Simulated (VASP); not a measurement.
Ti10HO20 (a cell with a defect), 31 atoms in the cell. The cell holds a defect, 31 atoms: a = 7.720 Å, b = 7.720 Å, c = 7.720 Å, α = 102.18°, β = 113.24°, γ = 113.24°. 

| Item | Value |
| --- | --- |
| Program | VASP 6.6.1 |
| Task | single point |
| Functional | PBE |
| Potentials or basis | VASP PAW PBE potentials, release 64 (Ti_sv, O, H) |
| Cutoff | 520 eV |
| k mesh | 2 × 2 × 2, shifted |
| Occupations | gaussian, width 0.02 eV |
| Spin | collinear spin |
| Starting moments | [0.0, 0.0, 0.0, 0.0, 0.0, 0.0, 0.0, 0.0, 0.0, 0.0, 0.0, 0.0, 0.0, 0.2, 0.0, 0.0, 0.2, 0.0, 0.2, 0.0, 0.0, 0.0, 0.0, 0.0, 0.0, 0.0, 0.0, 0.0, 0.2, 0.0, 0.2] μB |
| Dipole correction | no |
| Further INCAR settings | LREAL = Auto; ALGO = Normal; EDIFF = 1e-06; NBANDS = 146 |

Potentials or basis: VASP PAW PBE potentials, release 64 (Ti_sv, O, H).

The run is started by

```sh
$ cat potpaw_PBE.64/Ti_sv/POTCAR potpaw_PBE.64/O/POTCAR potpaw_PBE.64/H/POTCAR > POTCAR
$ mpirun -np 4 vasp_std > vasp.out
```

Hardware: 4 MPI ranks on Intel(R) Xeon(R) Platinum 8488C (Sapphire Rapids) (shared host).

Problem. How long does it take, and how much memory?

Solution. Wall time 5.6 min on 4 MPI ranks on Intel(R) Xeon(R) Platinum 8488C (Sapphire Rapids), on a shared host, peak memory 0.49 GiB a rank. Counts: scf iterations 21, k points 4.
